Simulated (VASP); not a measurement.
SiTe:

```
Si Te
1.0
     0.00000    3.12797    3.12797
     3.12797    0.00000    3.12797
     3.12797    3.12797    0.00000
Si Te
1 1
Direct
  0.00000 0.00000 0.00000
  0.25000 0.25000 0.25000
```

Base run:

- Program: VASP 6.6.1
- Functional: revPBE
- Potentials or basis: VASP PAW PBE potentials, release 64 (Si, Te)
- Cutoff: 500 eV
- k mesh: 5 × 5 × 5
- Occupations: gaussian, width 0.01 eV
- Spin: no spin polarisation

Its results: band gap on the k mesh zero (bands 5 and 6 overlap by 0.68 eV); pressure 5.6 GPa.

Question: The run is repeated on the same cell with these changes: functional from revPBE to PBE; occupations from gaussian, width 0.01 eV to fermi-dirac, width 0.1 eV. What comes out?

Answer: Band gap on the k mesh zero (bands 5 and 6 overlap by 0.69 eV); pressure 4.7 GPa.

Caveats: the cell stands under pressure; spin-orbit coupling is left out, which moves the levels of the heavy elements; the PAW data sets were made with another functional, which shifts forces and pressure a little (at least some runs).
